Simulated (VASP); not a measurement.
Runs of VASP 6.6.1 on In. Symmetry: P6_3/mmc, No. 194, hexagonal system. Conventional cell: a = 3.335 Å, b = 3.335 Å, c = 5.509 Å, α = 90.00°, β = 90.00°, γ = 120.00°. In (site symmetry -6m2) has 12 In at 3.34 to 3.36 Å within 4.4 Å. 

| k mesh | gap on the mesh (eV) | pressure (GPa) |
| --- | --- | --- |
| 6 × 6 × 4 | none | -0.5 |
| 4 × 4 × 2 | none | 1.0 |
| 5 × 5 × 3 | none | -0.5 |
| 8 × 8 × 4 | none | (a) |

Alike in all rows: task single point; level r2SCAN; potentials or basis VASP PAW PBE potentials, release 64 (In_d); no spin polarisation; cell as given; cutoff (eV) 520; smearing fermi-dirac 0.02 eV.

Q: Estimate the missing entries.

A: (a) -0.2.

Caveats: some runs use coarse meshes; the PAW data sets were made with another functional, which shifts forces and pressure a little; spin-orbit coupling is left out, which moves the levels of the heavy elements.

A k mesh can miss the band edges, and the runs leave out spin-orbit coupling on In.

A gap of «none» marks levels without a gap at the run's occupations.
